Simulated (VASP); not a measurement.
# PbO in VASP: notebook, part 2 of 2

VASP 6.6.1. Earlier steps stand in the parts before.

### Step 5. Single point, PBE (volume scaled by 0.96)

File INCAR:

```
SYSTEM = PbO
  ALGO = Normal
  EDIFF = 1E-7
  ENCUT = 520
  GGA = PE
  ISIF = 2
  ISMEAR = -1
  LASPH = .TRUE.
  LCHARG = .TRUE.
  LELF = .TRUE.
  LREAL = .FALSE.
  LVHAR = .TRUE.
  LWAVE = .FALSE.
  NBANDS = 50
  NELM = 60
  PREC = Accurate
  SIGMA = 0.05
```

File KPOINTS:

```
k-points
0
G
  5 5 6
  0 0 0
```

File POSCAR:

```
PbO
1.0
    5.7965848595      0.0000000000      0.0000000000
    0.0000000000      5.4019909276      0.0000000000
    0.0000000000      0.0000000000      4.6788975474
Pb O
4 4
Direct
    0.7690000000      0.5140000000      0.2500000000
    0.2310000000      0.4860000000      0.7500000000
    0.7690000000      0.9860000000      0.7500000000
    0.2310000000      0.0140000000      0.2500000000
    0.1320000000      0.5820000000      0.2500000000
    0.8680000000      0.4180000000      0.7500000000
    0.1320000000      0.9180000000      0.7500000000
    0.8680000000      0.0820000000      0.2500000000
```

Potentials or basis: VASP PAW PBE potentials, release 64 (Pb_d, O).

Command:

```sh
$ cat potpaw_PBE.64/Pb_d/POTCAR potpaw_PBE.64/O/POTCAR > POTCAR
$ mpirun -np 1 vasp_std > vasp.out
```

OUTCAR:

```text
SYSTEM = PbO
   EDIFF = 1E-7
   ENCUT = 520
   GGA = PE
   ISIF = 2
   ISMEAR = -1
   LASPH = .TRUE.
   LREAL = .FALSE.
   NELM = 60
   PREC = Accurate

 ion  position               nearest neighbor table
   1  0.769  0.514  0.250-   5 2.14   8 2.40   6 2.46   6 2.46   3 3.46   3 3.46   2 3.56   2 3.56
                             3 3.69   3 3.69   4 3.80   4 3.80   2 3.90   2 3.90   4 4.13   4 4.13
   2  0.231  0.486  0.750-   6 2.14   7 2.40   5 2.46   5 2.46   4 3.46   4 3.46   1 3.56   1 3.56
                             4 3.69   4 3.69   3 3.80   3 3.80   1 3.90   1 3.90   3 4.13   3 4.13
   3  0.769  0.986  0.750-   7 2.14   6 2.40   8 2.46   8 2.46   1 3.46   1 3.46   4 3.56   4 3.56
                             1 3.69   1 3.69   2 3.80   2 3.80   4 3.90   4 3.90   2 4.13   2 4.13
   4  0.231  0.014  0.250-   8 2.14   5 2.40   7 2.46   7 2.46   2 3.46   2 3.46   3 3.56   3 3.56
                             2 3.69   2 3.69   1 3.80   1 3.80   3 3.90   3 3.90   1 4.13   1 4.13
   5  0.132  0.582  0.250-   1 2.14   4 2.40   2 2.46   2 2.46
   6  0.868  0.418  0.750-   2 2.14   3 2.40   1 2.46   1 2.46
   7  0.132  0.918  0.750-   3 2.14   2 2.40   4 2.46   4 2.46
   8  0.868  0.082  0.250-   4 2.14   1 2.40   3 2.46   3 2.46

  LATTYP: Found a simple orthorhombic cell.
 ALAT       =     4.6788975474
 B/A-ratio  =     1.1545435378
 C/A-ratio  =     1.2388783470

  Lattice vectors:

 A1 = (   0.0000000000,   0.0000000000,  -4.6788975474)
 A2 = (   0.0000000000,   5.4019909276,   0.0000000000)
 A3 = (   5.7965848595,   0.0000000000,   0.0000000000)

Analysis of symmetry for initial positions (statically):
=====================================================================
 Subroutine PRICEL returns:
 Original cell was already a primitive cell.

 Routine SETGRP: Setting up the symmetry group for a
 simple orthorhombic supercell.

 Subroutine GETGRP returns: Found  8 space group operations
 (whereof  2 operations were pure point group operations)
 out of a pool of  8 trial point group operations.

The static configuration has the point symmetry S_2 .
 The point group associated with its full space group is D_2h.

Analysis of symmetry for dynamics (positions and initial velocities):
=====================================================================
 Subroutine PRICEL returns:
 Original cell was already a primitive cell.

 Routine SETGRP: Setting up the symmetry group for a
 simple orthorhombic supercell.

 Subroutine GETGRP returns: Found  8 space group operations
 (whereof  2 operations were pure point group operations)
 out of a pool of  8 trial point group operations.

The dynamic configuration has the point symmetry S_2 .
 The point group associated with its full space group is D_2h.

 Subroutine INISYM returns: Found  8 space group operations
 (whereof  2 operations are pure point group operations),
 and found     1 'primitive' translations

----------------------------------------------------------------------------------------

                                     Primitive cell

  volume of cell :     146.5108

  direct lattice vectors                    reciprocal lattice vectors
     5.796584860  0.000000000  0.000000000     0.172515373  0.000000000  0.000000000
     0.000000000  5.401990928  0.000000000     0.000000000  0.185116934  0.000000000
     0.000000000  0.000000000  4.678897547     0.000000000  0.000000000  0.213725560
[... 76 lines left out ...]
  0.400000  0.200000  0.333333      8.000000
 [... further k-points ...]
   k-points           NKPTS =     36   k-points in BZ     NKDIM =     36   number of bands    NBANDS=     50
   number of dos      NEDOS =    301   number of ions     NIONS =      8
   total plane-waves  NPLWV =  69120
   dimension x,y,z NGX =    48 NGY =   40 NGZ =   36
   dimension x,y,z NGXF=    96 NGYF=   80 NGZF=   72
   ions per type =               4   4
   NGX,Y,Z   is equivalent  to a cutoff of  13.77, 12.31, 12.79 a.u.
   NGXF,Y,Z  is equivalent  to a cutoff of  27.53, 24.62, 25.58 a.u.
 SYSTEM =  PbO
   PREC   = accura    normal or accurate (medium, high low for compatibility)
   ISTART =      0    job   : 0-new  1-cont  2-samecut
   ICHARG =      2    charge: 1-file 2-atom 10-const
   ISPIN  =      1    spin polarized calculation?
   LNONCOLLINEAR =      F non collinear calculations
   LSORBIT =      F    spin-orbit coupling
   LASPH  =      T    aspherical Exc in radial PAW
   ENCUT  =  520.0 eV  38.22 Ry    6.18 a.u.  10.78 10.04  8.70*2*pi/ulx,y,z
   NELM   =     60;   NELMIN=  2; NELMDL= -5     # of ELM steps
   EDIFF  = 0.1E-06   stopping-criterion for ELM
   LREAL  =      F    real-space projection
   EDIFFG = 0.1E-05   stopping-criterion for IOM
   NSW    =      0    number of steps for IOM
   IBRION =     -1    ionic relax: 0-MD 1-quasi-New 2-CG
   NFREE  =      0    steps in history (QN), initial steepest desc. (CG)
   ISIF   =      2    stress and relaxation
   ISYM   =      2    0-nonsym 1-usesym 2-fastsym
   POTIM  = 0.5000    time-step for ionic-motion
   TEBEG  =    0.0;   TEEND  =   0.0 temperature during run
   PSTRESS=    0.0 pullay stress
   NELECT =      80.0000    total number of electrons
   NUPDOWN=      -1.0000    fix difference up-down
   EMIN   =  10.00;   EMAX   =-10.00  energy-range for DOS
   EFERMI =   0.00;   METHOD = LEGACY
   ISMEAR =    -1;   SIGMA  =   0.05  broadening in eV -4-tet -1-fermi 0-gaus
   EFERMI_NEDOS =   21; number of points for ismear=-14 and -15
   IALGO  =     38    algorithm
   IMIX   =      4    mixing-type and parameters
     AMIX     =   0.40;   BMIX     =  1.00
     AMIX_MAG =   1.60;   BMIX_MAG =  1.00
  volume/ion in A,a.u.               =      18.31       123.59
  Fermi-wavevector in a.u.,A,eV,Ry     =   1.338079  2.528602 24.360611  1.790454
  Thomas-Fermi vector in A             =   2.466577
   LORBIT       =      0    0 simple, 1 ext, 2 COOP (PROOUT), +10 PAW based schemes
   GGA     = PE    functional components
   LHFCALC =     F    Hartree Fock is set to
   AEXX    =    0.0000 exact exchange contribution
   IVDW    =     0    specifies the selected vdW correction
   LEPSILON=     F    determine dielectric tensor
   LRPA    =     F    only Hartree local field effects (RPA)
 non-spin polarized calculation
  energy-cutoff  :      520.00
  volume of cell :      146.51
 maximum number of plane-waves:      3966
 NGX is ok and might be reduce to    48

 number of electron      80.0000014 magnetization

 Free energy of the ion-electron system (eV)
  ---------------------------------------------------
  ext. energy  EPLUGINS =         0.00000000
  ---------------------------------------------------
  free energy    TOTEN  =       -42.22611067 eV

  energy without entropy =      -42.22611067  energy(sigma->0) =      -42.22611067

 E-fermi :   6.2832     XC(G=0): -10.3592

 val. band max:        5.2601269555   @ k =   0.0000   0.0000   0.0000
 cond. band min:       7.2578116246   @ k =   0.4000   0.4000   0.3333
 fundamental gap:      1.9976846691
 Fermi energy:         6.2831771066

 k-point     1 :       0.0000    0.0000    0.0000
  band No.  band energies     occupation
      1     -12.5401      2.00000
      2     -12.2965      2.00000
      3     -12.2228      2.00000
      4     -12.1489      2.00000
      5     -10.3046      2.00000
      6     -10.2341      2.00000
[... 1261 lines left out ...]
     49      12.8580      0.00000
     50      13.1735      0.00000

 [... further k-points ...]

------------------------ aborting loop because EDIFF is reached ----------------------------------------

  FORCE on cell =-STRESS in cart. coord.  units (eV):
  Direction    XX          YY          ZZ          XY          YZ          ZX
  --------------------------------------------------------------------------------------
  -------------------------------------------------------------------------------------
  Total       10.9011948      1.4833284      5.1479016      0.0000000     -0.0000000      0.0000000
  in kB      119.2106613     16.2210251     56.2951828      0.0000000     -0.0000000      0.0000000
  external PRESSURE =      63.9089564 kB  Pullay stress =       0.0000000 kB

 VOLUME and BASIS-vectors are now :
 -----------------------------------------------------------------------------
  energy-cutoff  :      520.00
  volume of cell :      146.51
      direct lattice vectors                 reciprocal lattice vectors
     5.796584860  0.000000000  0.000000000     0.172515373  0.000000000  0.000000000
     0.000000000  5.401990928  0.000000000     0.000000000  0.185116934  0.000000000
     0.000000000  0.000000000  4.678897547     0.000000000  0.000000000  0.213725560

 POSITION                                       TOTAL-FORCE (eV/Angst)
 -----------------------------------------------------------------------------------
      4.45757      2.77662      1.16972        -0.953919     -0.776402     -0.000000
      1.33901      2.62537      3.50917         0.953919      0.776402      0.000000
      4.45757      5.32636      3.50917        -0.953919      0.776402      0.000000
      1.33901      0.07563      1.16972         0.953919     -0.776402      0.000000
      0.76515      3.14396      1.16972         1.041083      0.337867     -0.000000
      5.03144      2.25803      3.50917        -1.041083     -0.337867     -0.000000
      0.76515      4.95903      3.50917         1.041083     -0.337867     -0.000000
      5.03144      0.44296      1.16972        -1.041083      0.337867     -0.000000
 -----------------------------------------------------------------------------------
    total drift:                               -0.000000      0.000000     -0.000000

  FREE ENERGIE OF THE ION-ELECTRON SYSTEM (eV)
  ---------------------------------------------------
  free  energy   TOTEN  =       -42.2261106659 eV

  energy  without entropy=      -42.2261106651  energy(sigma->0) =      -42.22611067
```

Wall time 7.2 min (1 thread of Oxide Virtual Turin-like, shared host); peak memory 0.33 GiB.

Results:

| Property | Result |
| --- | --- |
| Free energy | -42.2261 eV |
| Pressure | 6.4 GPa |
| Largest force | 1.230 eV/Å |
| Band gap on the k mesh | 2.00 eV, indirect (least direct gap 2.19 eV) |

Forces on the atoms (eV/Å):
```
Pb  -0.954 -0.776  0.000
Pb   0.954  0.776  0.000
Pb  -0.954  0.776  0.000
Pb   0.954 -0.776  0.000
O    1.041  0.338  0.000
O   -1.041 -0.338  0.000
O    1.041 -0.338  0.000
O   -1.041  0.338  0.000
```

Caveat: spin-orbit coupling is left out, which moves the levels of the heavy elements; forces of over 1 eV/Å act on the atoms, so gaps and moduli don't describe the material at rest.

### Step 6. Summary

```csv
level,cell,k mesh,gap on the mesh (eV),pressure (GPa),largest force (eV/Å)
PBE,"a = 5.991, b = 5.583, c = 4.836 Å, 8 atoms",5 × 5 × 6,1.89,-2.2,1.09
PBE,"a = 5.876, b = 5.476, c = 4.743 Å, 8 atoms",4 × 4 × 4,2.21,2.4,0.95
PBEsol,"a = 5.876, b = 5.476, c = 4.743 Å, 8 atoms",5 × 5 × 6,1.86,-1.2,1.11
PBE,"a = 5.797, b = 5.402, c = 4.679 Å, 8 atoms",5 × 5 × 6,2.00,6.4,1.23
```

Some of these runs hold the atoms at other places in the same cell, which the table doesn't show; runs alike in all that it shows share one row.

Alike in all rows: task single point; potentials or basis VASP PAW PBE potentials, release 64 (Pb_d, O); no spin polarisation; cutoff (eV) 520; smearing fermi-dirac 0.05 eV.

Caveats: spin-orbit coupling is left out, which moves the levels of the heavy elements; forces of over 1 eV/Å act on the atoms, so gaps and moduli don't describe the material at rest (some runs); the PAW data sets were made with another functional, which shifts forces and pressure a little (some runs).

Total energies depend on the potentials used, so only differences within one code and one set of settings carry meaning.
